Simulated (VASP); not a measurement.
Set up this calculation in VASP 6.6.1, as the native input.

```yaml
Task: single point
Functional: PBE
Potentials_or_basis: VASP PAW PBE potentials, release 64 (Zr_sv, Si)
Cutoff: 520 eV
k_mesh: 9 × 9 × 5
Occupations: gaussian, width 0.1 eV
Spin: no spin polarisation
Dipole_correction: no
Further_INCAR_settings: ALGO = Normal; EDIFF = 1e-06; NBANDS = 29; ISYM = 0
```

The structure of ZrSi2 lies in POSCAR:

```
ZrSi2
1.0
    3.6790720094      0.0000000000      0.0000000000
    0.0000000000      3.7051806658      0.0000000000
    0.0000000000      1.8525903329      7.3940131376
Zr Si
2 4
Direct
    0.2500000000      0.8946665374      0.2106669252
    0.7500000000      0.1053334626      0.7893330748
    0.2500000000      0.5530999443      0.8938001113
    0.7500000000      0.4469000557      0.1061998887
    0.2500000000      0.2503123054      0.4993753891
    0.7500000000      0.7496876946      0.5006246109
```

The input as run:

INCAR

```
ALGO = Normal ; EDIFF = 1E-6
ENCUT = 520 ; GGA = PE
ISIF = 2 ; ISMEAR = 0
ISYM = 0 ; LASPH = True
LCHARG = False ; LREAL = False
LWAVE = False ; NBANDS = 29
NELM = 60 ; PREC = Accurate
SIGMA = 0.1
```

KPOINTS

```
k-points
0
Gamma
  9 9 5
```

Potentials or basis: VASP PAW PBE potentials, release 64 (Zr_sv, Si).

Run with:

```sh
$ cat potpaw_PBE.64/Zr_sv/POTCAR potpaw_PBE.64/Si/POTCAR > POTCAR
$ mpirun -np 1 vasp_std > vasp.out
```

It gave:

* Pressure: 0.0 GPa
* Largest force: 0.023 eV/Å
* Band gap on the k mesh: zero (bands 20 and 21 overlap by 0.79 eV)

Wall time 3.6 min on 1 thread of Intel(R) Xeon(R) 6975P-C (Granite Rapids) (shared host), peak memory 0.54 GiB.
